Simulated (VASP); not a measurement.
Wanted: the native input for a VASP 6.6.1 run.

```
Task                   : relaxation of cell and atoms
Functional             : PBE
Potentials or basis    : VASP PAW PBE potentials, release 64 (Si, As)
Cutoff                 : 500 eV
k mesh                 : 6 × 6 × 6
Occupations            : gaussian, width 0.2 eV
Spin                   : no spin polarisation
Dipole correction      : no
Further INCAR settings : ALGO = Normal; EDIFF = 1e-07; IBRION = 2; EDIFFG = -0.08; NSW = 36; ISIF = 3
```

The structure of Si2As lies in POSCAR:

```
Si2As
1.0
    0.0000000000      2.9281796900      2.9281796900
    2.9281796900      0.0000000000      2.9281796900
    2.9281796900      2.9281796900      0.0000000000
Si As
2 1
Direct
    0.7500000000      0.7500000000      0.7500000000
    0.5000000000      0.5000000000      0.5000000000
    0.0000000000      0.0000000000      0.0000000000
```

One way to write it, as run:

INCAR

```
PREC = Accurate ; ENCUT = 500
EDIFF = 1E-7 ; ISMEAR = 0
SIGMA = 0.2 ; LREAL = F
LASPH = T ; NELM = 120
ALGO = Normal ; ISIF = 3
LWAVE = F ; LCHARG = F
GGA = PE ; IBRION = 2
NSW = 36 ; EDIFFG = -0.08
GGA_COMPAT = F ; NELMIN = 4
```

KPOINTS

```
regular mesh
0
Gamma
  6 6 6
```

Potentials or basis: VASP PAW PBE potentials, release 64 (Si, As).

The run is started by

```console
$ cat potpaw_PBE.64/Si/POTCAR potpaw_PBE.64/As/POTCAR > POTCAR
$ mpirun -np 1 vasp_std > vasp.out
```

It gave:

- Relaxed volume: 18.50 Å³/atom
- Relaxed cell: a = 4.282 Å, b = 4.282 Å, c = 4.282 Å, α = 60.00°, β = 60.00°, γ = 60.00°
- Space group after relaxing (to 0.05 Å): F-43m (No. 216)
- Energy gained by relaxing: 45.8 meV/atom
- Ionic steps: 3
- Pressure after relaxing: 0.0 GPa

Run time: 12 s on 1 thread of Intel(R) Xeon(R) 6975P-C (Granite Rapids), on a shared host, peak memory 0.16 GiB.
